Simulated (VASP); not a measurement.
Runs of VASP 6.6.1 on LiBr. The structure is that of space group Fm-3m (No. 225), or close to it. The cells are those of the table. 

| cell | gap on the mesh (eV) | pressure (GPa) |
| --- | --- | --- |
| a = 3.991 Å, angles 60.0°, 2 atoms | 4.63 | (c) |
| a = 3.820 Å, angles 60.0°, 2 atoms | 5.19 | 1.7 |
| a = 3.924 Å, angles 60.0°, 2 atoms | 4.83 | -0.6 |
| a = 3.890 Å, angles 60.0°, 2 atoms | 4.94 | 0.1 |
| a = 3.958 Å, angles 60.0°, 2 atoms | (b) | -1.1 |
| a = 3.783 Å, angles 60.0°, 2 atoms | 5.33 | 2.7 |
| a = 3.855 Å, angles 60.0°, 2 atoms | (a) | 0.8 |

Alike in all rows: task single point; level PBE; potentials or basis VASP PAW PBE potentials, release 64 (Li_sv, Br); no spin polarisation; k mesh 6 × 6 × 6; cutoff (eV) 750; smearing fermi-dirac 0.1 eV.

**Question.** Fill in the values left out.

**Answer.** (a) 5.06; (b) 4.73; (c) -1.6.

A k mesh can miss the band edges, and the runs leave out spin-orbit coupling on Br.
